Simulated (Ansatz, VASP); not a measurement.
In in VASP and in Ansatz

Contents of INCAR:

```
SYSTEM = In
PREC = Accurate
ENCUT = 520
EDIFF = 1E-6
ISMEAR = -1
SIGMA = 0.1
LREAL = .False.
LASPH = .True.
NELM = 100
ALGO = Normal
ISIF = 2
LWAVE = .False.
LCHARG = .False.
GGA = B5
ALDAX = 1.0
AGGAX = 1.0
AGGAC = 1.0
ALDAC = 0.0
NBANDS = 12
```

KPOINTS

```
Automatic mesh
0
Gamma
  18 18 18
  0 0 0
```

File POSCAR:

```
In
1.0
   -2.0163225202      2.0163225202      2.0163225202
    2.0163225202     -2.0163225202      2.0163225202
    2.0163225202      2.0163225202     -2.0163225202
In
1
Direct
    0.0000000000      0.0000000000      0.0000000000
```

Input for Ansatz:

```yaml
crystal:
  lattice:
    - [-2.0163225202, 2.0163225202, 2.0163225202]
    - [2.0163225202, -2.0163225202, 2.0163225202]
    - [2.0163225202, 2.0163225202, -2.0163225202]
  atoms:
    - { symbol: In, position: [0.0, 0.0, 0.0] }
hamiltonian:
  xc: blyp
  pseudopotentials:
    kind: paw
    azcp:
      In: "pseudopotentials/In.paw.azcp"
basis:
  ecutwfc: 420
  fft_grid_basis: typed
kpoints:
  mp_grid: { grid: [18, 18, 18], shift: [0, 0, 0] }
magnetization:
  spin_polarized: false
scf:
  occupations: { method: fermi_dirac, width: 0.1 }
output:
  stress: true
  write_density: true
  write_potential: true
  elf: true
  volumetric_format: npy
```

Alike in both runs: task single point; functional BLYP; k mesh 18 × 18 × 18; occupations fermi-dirac, width 0.1 eV; no spin polarisation.

|  | VASP | Ansatz |
| --- | --- | --- |
| version | VASP 6.6.1 | Ansatz 0.2.0 |
| potentials or method | VASP PAW PBE potentials, release 64 (In_d), cutoff 520 eV | plane waves (420 eV) with PAW, scalar-relativistic |
| valence electrons in the cell | 13 | 13 |

```tsv
	VASP	Ansatz	Ansatz less VASP
pressure (GPa)	-0.9	-0.8	+0.05
```

VASP's potentials were made for PBE, not for BLYP. With one functional, cell and mesh, what is left measures potentials, basis and numerics.
